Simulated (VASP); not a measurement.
# Ti (P6/mmm) in VASP: further runs, part 2 of 2

VASP 6.6.1. The steps go on from the part before.

## 3. Single point, LDA

This run uses another cell than the first one, of 16.54 Å³/atom, 1.043 times its volume.

INCAR reads:

```
SYSTEM = Ti
  PREC = Accurate
  ENCUT = 520
  EDIFF = 1E-6
  ISMEAR = -1
  SIGMA = 0.1
  LREAL = .FALSE.
  LASPH = .TRUE.
  NELM = 100
  ALGO = Normal
  ISIF = 2
  LWAVE = .FALSE.
  LCHARG = .TRUE.
  GGA = CA
  LELF = .TRUE.
  LVHAR = .TRUE.
  NBANDS = 25
```

KPOINTS reads:

```
regular mesh
0
G
  7 7 10
  0 0 0
```

POSCAR reads:

```
Ti
1.0
    4.5378302168      0.0000000000      0.0000000000
   -2.2689151084      3.9298763864      0.0000000000
    0.0000000000      0.0000000000      2.7818872198
Ti
3
Direct
    0.0000000000      0.0000000000      0.0000000000
    0.3333333333      0.6666666667      0.5000000000
    0.6666666667      0.3333333333      0.5000000000
```

Potentials or basis: VASP PAW LDA potentials, release 64 (Ti_sv).

Run with:

```console
$ cat potpaw_LDA.64/Ti_sv/POTCAR > POTCAR
$ mpirun -np 1 vasp_std > vasp.out
```

OUTCAR:

```text
SYSTEM = Ti
   PREC = Accurate
   ENCUT = 520
   EDIFF = 1E-6
   ISMEAR = -1
   LREAL = .FALSE.
   LASPH = .TRUE.
   NELM = 100
   ISIF = 2
   GGA = CA

 ion  position               nearest neighbor table
   1  0.000  0.000  0.000-
   2  0.333  0.667  0.500-   3 2.62   3 2.62   3 2.62
   3  0.667  0.333  0.500-   2 2.62   2 2.62   2 2.62

  LATTYP: Found a hexagonal cell.
 ALAT       =     4.5378302168
 C/A-ratio  =     0.6130434782

  Lattice vectors:

 A1 = (   4.5378302168,   0.0000000000,   0.0000000000)
 A2 = (  -2.2689151084,   3.9298763864,   0.0000000000)
 A3 = (   0.0000000000,   0.0000000000,   2.7818872198)

Analysis of symmetry for initial positions (statically):
=====================================================================
 Subroutine PRICEL returns:
 Original cell was already a primitive cell.

 Routine SETGRP: Setting up the symmetry group for a
 hexagonal supercell.

 Subroutine GETGRP returns: Found 24 space group operations
 (whereof 24 operations were pure point group operations)
 out of a pool of 24 trial point group operations.

The static configuration has the point symmetry D_6h.

Analysis of symmetry for dynamics (positions and initial velocities):
=====================================================================
 Subroutine PRICEL returns:
 Original cell was already a primitive cell.

 Routine SETGRP: Setting up the symmetry group for a
 hexagonal supercell.

 Subroutine GETGRP returns: Found 24 space group operations
 (whereof 24 operations were pure point group operations)
 out of a pool of 24 trial point group operations.

The dynamic configuration has the point symmetry D_6h.

 Subroutine INISYM returns: Found 24 space group operations
 (whereof 24 operations are pure point group operations),
 and found     1 'primitive' translations

----------------------------------------------------------------------------------------

                                     Primitive cell

  volume of cell :      49.6097

  direct lattice vectors                    reciprocal lattice vectors
     4.537830217  0.000000000  0.000000000     0.220369638  0.127230465  0.000000000
    -2.268915108  3.929876386  0.000000000     0.000000000  0.254460930  0.000000000
     0.000000000  0.000000000  2.781887220     0.000000000  0.000000000  0.359468203

  length of vectors
     4.537830217  4.537830339  2.781887220     0.254460937  0.254460930  0.359468203

  position of ions in fractional coordinates (direct lattice)
     0.000000000  0.000000000  0.000000000
     0.333333333  0.666666667  0.500000000
     0.666666667  0.333333333  0.500000000

  ion indices of the primitive-cell ions
   primitive index   ion index
                 1           1
                 2           2
                 3           3

----------------------------------------------------------------------------------------

 KPOINTS: regular mesh

Automatic generation of k-mesh.
 Grid dimensions read from file:
 generate k-points for:    7    7   10

 Generating k-lattice:

  Cartesian coordinates                     Fractional coordinates (reciprocal lattice)
     0.031481377  0.018175781  0.000000000     0.142857143  0.000000000  0.000000000
     0.000000000  0.036351561  0.000000000     0.000000000  0.142857143  0.000000000
     0.000000000  0.000000000  0.035946820     0.000000000  0.000000000  0.100000000

  Length of vectors
     0.036351562  0.036351561  0.035946820

  Shift w.r.t. Gamma in fractional coordinates (k-lattice)
     0.000000000  0.000000000  0.000000000

 Subroutine IBZKPT returns following result:
 ===========================================

 Found     48 irreducible k-points:

 Following reciprocal coordinates:
            Coordinates               Weight
  0.000000  0.000000  0.000000      1.000000
  0.142857 -0.000000  0.000000      6.000000
  0.285714  0.000000  0.000000      6.000000
  0.428571 -0.000000  0.000000      6.000000
  0.142857  0.142857  0.000000      6.000000
  0.285714  0.142857  0.000000     12.000000
[... 16 lines left out ...]
  0.428571  0.142857  0.200000     12.000000
  0.285714  0.285714  0.200000     12.000000
 [... further k-points ...]
   k-points           NKPTS =     48   k-points in BZ     NKDIM =     48   number of bands    NBANDS=     25
   number of dos      NEDOS =    301   number of ions     NIONS =      3
   total plane-waves  NPLWV =  31104
   dimension x,y,z NGX =    36 NGY =   36 NGZ =   24
   dimension x,y,z NGXF=    72 NGYF=   72 NGZF=   48
   ions per type =               3
   NGX,Y,Z   is equivalent  to a cutoff of  13.19, 13.19, 14.34 a.u.
   NGXF,Y,Z  is equivalent  to a cutoff of  26.38, 26.38, 28.68 a.u.
 SYSTEM =  Ti
   PREC   = accura    normal or accurate (medium, high low for compatibility)
   ISTART =      0    job   : 0-new  1-cont  2-samecut
   ICHARG =      2    charge: 1-file 2-atom 10-const
   ISPIN  =      1    spin polarized calculation?
   LNONCOLLINEAR =      F non collinear calculations
   LSORBIT =      F    spin-orbit coupling
   LASPH  =      T    aspherical Exc in radial PAW
   ENCUT  =  520.0 eV  38.22 Ry    6.18 a.u.   8.44  8.44  5.17*2*pi/ulx,y,z
   NELM   =    100;   NELMIN=  2; NELMDL= -5     # of ELM steps
   EDIFF  = 0.1E-05   stopping-criterion for ELM
   LREAL  =      F    real-space projection
   EDIFFG = 0.1E-04   stopping-criterion for IOM
   NSW    =      0    number of steps for IOM
   IBRION =     -1    ionic relax: 0-MD 1-quasi-New 2-CG
   NFREE  =      0    steps in history (QN), initial steepest desc. (CG)
   ISIF   =      2    stress and relaxation
   ISYM   =      2    0-nonsym 1-usesym 2-fastsym
   POTIM  = 0.5000    time-step for ionic-motion
   TEBEG  =    0.0;   TEEND  =   0.0 temperature during run
   PSTRESS=    0.0 pullay stress
   NELECT =      36.0000    total number of electrons
   NUPDOWN=      -1.0000    fix difference up-down
   EMIN   =  10.00;   EMAX   =-10.00  energy-range for DOS
   EFERMI =   0.00;   METHOD = LEGACY
   ISMEAR =    -1;   SIGMA  =   0.10  broadening in eV -4-tet -1-fermi 0-gaus
   EFERMI_NEDOS =   21; number of points for ismear=-14 and -15
   IALGO  =     38    algorithm
   IMIX   =      4    mixing-type and parameters
     AMIX     =   0.40;   BMIX     =  1.00
     AMIX_MAG =   1.60;   BMIX_MAG =  1.00
  volume/ion in A,a.u.               =      16.54       111.59
  Fermi-wavevector in a.u.,A,eV,Ry     =   1.471138  2.780048 29.446373  2.164247
  Thomas-Fermi vector in A             =   2.586310
   LORBIT       =      0    0 simple, 1 ext, 2 COOP (PROOUT), +10 PAW based schemes
   GGA     = CA    functional components
   LHFCALC =     F    Hartree Fock is set to
   AEXX    =    0.0000 exact exchange contribution
   IVDW    =     0    specifies the selected vdW correction
   LEPSILON=     F    determine dielectric tensor
   LRPA    =     F    only Hartree local field effects (RPA)
 non-spin polarized calculation
  energy-cutoff  :      520.00
  volume of cell :       49.61
 maximum number of plane-waves:      1354
 NGX is ok and might be reduce to    36
   NGX = 17   NGY = 17   NGZ = 11

 number of electron      36.0000005 magnetization

 Free energy of the ion-electron system (eV)
  ---------------------------------------------------
  ext. energy  EPLUGINS =         0.00000000
  ---------------------------------------------------
  free energy    TOTEN  =       -25.73324627 eV

  energy without entropy =      -25.62932090  energy(sigma->0) =      -25.68128359

 E-fermi :   8.4715     XC(G=0): -12.0206

 val. band max:        8.4657525756   @ k =   0.2857   0.1429   0.1000
 cond. band min:       8.5047497295   @ k =   0.4286   0.1429   0.3000
 fundamental gap:      0.0389971539
 Fermi energy:         8.4714939941

 k-point     1 :       0.0000    0.0000    0.0000
  band No.  band energies     occupation
      1     -47.5922      2.00000
      2     -47.3575      2.00000
      3     -47.1760      2.00000
      4     -24.3053      2.00000
      5     -24.3053      2.00000
      6     -24.2422      2.00000
[... 17 lines left out ...]
     24      10.4205      0.00000
     25      10.4953      0.00000

 k-point     2 :       0.1429   -0.0000    0.0000
  band No.  band energies     occupation
      1     -47.5877      2.00000
      2     -47.3532      2.00000
      3     -47.1851      2.00000
      4     -24.3852      2.00000
      5     -24.3619      2.00000
      6     -24.1596      2.00000
[... 608 lines left out ...]
 k-point    24 :       0.2857    0.2857    0.2000
  band No.  band energies     occupation
      1     -47.5442      2.00000
      2     -47.2742      2.00000
      3     -47.2368      2.00000
      4     -24.3680      2.00000
      5     -24.3227      2.00000
      6     -24.2517      2.00000
[... 17 lines left out ...]
     24      11.1000      0.00000
     25      11.1630      0.00000

 [... further k-points ...]
[... 5 lines left out ...]
  --------------------------------------------------------------------------------------
  -------------------------------------------------------------------------------------
  Total       -1.7858505     -1.7858507     -1.0671400      0.0000000      0.0000000      0.0000000
  in kB      -57.6751904    -57.6751945    -34.4639718      0.0000000      0.0000000      0.0000000
  external PRESSURE =     -49.9381189 kB  Pullay stress =       0.0000000 kB

 VOLUME and BASIS-vectors are now :
 -----------------------------------------------------------------------------
  energy-cutoff  :      520.00
  volume of cell :       49.61
      direct lattice vectors                 reciprocal lattice vectors
     4.537830217  0.000000000  0.000000000     0.220369638  0.127230465  0.000000000
    -2.268915108  3.929876386  0.000000000     0.000000000  0.254460930  0.000000000
     0.000000000  0.000000000  2.781887220     0.000000000  0.000000000  0.359468203

 POSITION                                       TOTAL-FORCE (eV/Angst)
 -----------------------------------------------------------------------------------
      0.00000      0.00000      0.00000        -0.000000      0.000000     -0.000000
     -0.00000      2.61992      1.39094         0.000000      0.000000      0.000000
      2.26892      1.30996      1.39094        -0.000000      0.000000     -0.000000
 -----------------------------------------------------------------------------------
    total drift:                                0.000000      0.000000     -0.000000

  FREE ENERGIE OF THE ION-ELECTRON SYSTEM (eV)
  ---------------------------------------------------
  free  energy   TOTEN  =       -25.7332462741 eV

  energy  without entropy=      -25.6293209003  energy(sigma->0) =      -25.68128359
```

OSZICAR:

```text
N       E                     dE             d eps       ncg     rms          rms(c)
DAV:   1     0.424451493202E+03    0.42445E+03   -0.18520E+04  2408   0.179E+03
DAV:   2     0.188089695673E+02   -0.40564E+03   -0.39904E+03  2428   0.515E+02
DAV:   3    -0.254382864674E+02   -0.44247E+02   -0.43243E+02  4417   0.145E+02
DAV:   4    -0.286769976600E+02   -0.32387E+01   -0.32227E+01  3380   0.364E+01
DAV:   5    -0.288346397828E+02   -0.15764E+00   -0.15759E+00  3762   0.667E+00    0.150E+01
DAV:   6    -0.257385191642E+02    0.30961E+01   -0.11260E+01  3085   0.314E+01    0.382E+00
DAV:   7    -0.257242776788E+02    0.14241E-01   -0.12748E+00  3488   0.811E+00    0.262E+00
DAV:   8    -0.257360589591E+02   -0.11781E-01   -0.46153E-01  3653   0.754E+00    0.243E+00
DAV:   9    -0.257466634164E+02   -0.10604E-01   -0.45466E-01  3478   0.684E+00    0.903E-01
DAV:  10    -0.257326416148E+02    0.14022E-01   -0.78091E-02  3224   0.311E+00    0.889E-02
DAV:  11    -0.257331180777E+02   -0.47646E-03   -0.54235E-03  3255   0.641E-01    0.126E-01
DAV:  12    -0.257332610215E+02   -0.14294E-03   -0.65584E-04  3305   0.208E-01    0.347E-02
DAV:  13    -0.257332481688E+02    0.12853E-04   -0.13824E-04  3606   0.981E-02    0.141E-02
DAV:  14    -0.257332459328E+02    0.22360E-05   -0.14246E-05  3254   0.427E-02    0.559E-03
DAV:  15    -0.257332462741E+02   -0.34137E-06   -0.75977E-07  1503   0.854E-03
   1 F= -.25733246E+02 E0= -.25681284E+02  d E =-.103925E+00
```

stdout:

```text
POSCAR found type information on POSCAR Ti
 POSCAR found :  1 types and       3 ions
 scaLAPACK will be used
 LDA part: xc-table for (Slater(with rela. corr.)+CA(PZ))
 , standard interpolation
 POSCAR, INCAR and KPOINTS ok, starting setup
 FFT: planning ... GRIDC
 FFT: planning ... GRID_SOFT
 FFT: planning ... GRID
 WAVECAR not read
 entering main loop
```

Run time: 100 s. Hardware: 1 thread of Intel Xeon 6975P-C, shared host; peak memory 0.18 GiB.

Results:

| Property | Result |
| --- | --- |
| Free energy | -25.7332 eV |
| Pressure | -5.0 GPa |
| Band gap on the k mesh | zero (band 18 reaches 8.64 eV, above the bottom of band 19 at 8.41 eV) |

## 4. Single point, LDA

This run uses another cell than the first one, of 17.23 Å³/atom, 1.087 times its volume.

INCAR reads:

```
SYSTEM = Ti
PREC = Accurate ; ENCUT = 520
EDIFF = 1E-6 ; ISMEAR = -1
SIGMA = 0.1 ; LREAL = .FALSE.
LASPH = .TRUE. ; NELM = 60
ALGO = Normal ; ISIF = 2
LWAVE = .FALSE. ; LCHARG = .TRUE.
GGA = CA ; LELF = .TRUE.
LVHAR = .TRUE. ; NBANDS = 25
```

KPOINTS is that of step 3.

POSCAR reads:

```
Ti
1.0
    4.6000000000      0.0000000000      0.0000000000
   -2.3000000000      3.9837170000      0.0000000000
    0.0000000000      0.0000000000      2.8200000000
Ti
3
Direct
    0.0000000000      0.0000000000      0.0000000000
    0.3333333333      0.6666666667      0.5000000000
    0.6666666667      0.3333333333      0.5000000000
```

Run with:

```console
$ cat potpaw_LDA.64/Ti_sv/POTCAR > POTCAR
$ mpirun -np 1 vasp_std > vasp.out
```

Wall time 2.3 min (1 thread of Intel Xeon 6975P-C, shared host); peak memory 0.18 GiB.

Results (log left out):

```
Free energy            : -25.6423 eV
Pressure               : -9.1 GPa
Band gap on the k mesh : zero (band 18 reaches 8.19 eV, above the bottom of band 19 at 7.96 eV)
```

Stress tensor (GPa, compression positive):
```
-9.74  0.00  0.00
 0.00 -9.74  0.00
 0.00  0.00 -7.79
```

Levels at points of the mesh, in eV from the Fermi level:
```
           k point  band 15  band 16  band 17  band 18  band 19  band 20  band 21  band 22
(0.00, 0.00, 0.00)    -0.66    -0.66    -0.56    -0.56    -0.07     0.62     1.28     1.28
(0.00, 0.00, 0.50)    -2.03    -1.58    -1.56    -1.56     1.03     1.03     1.25     1.25
```

## 5. Summary

```csv
cell,gap on the mesh (eV),pressure (GPa)
"a = 4.474, b = 4.474, c = 2.743 Å, angles 90.0, 90.0, 120.0°, 3 atoms",none,0.0
"a = 4.538, b = 4.538, c = 2.782 Å, angles 90.0, 90.0, 120.0°, 3 atoms",none,-5.0
"a = 4.600, b = 4.600, c = 2.820 Å, angles 90.0, 90.0, 120.0°, 3 atoms",none,-9.1
```

Alike in all rows: task single point; level LDA; potentials or basis VASP PAW LDA potentials, release 64 (Ti_sv); no spin polarisation; k mesh 7 × 7 × 10; cutoff (eV) 520; smearing fermi-dirac 0.1 eV.

Absolute energies hang on the potentials; compare differences alone.
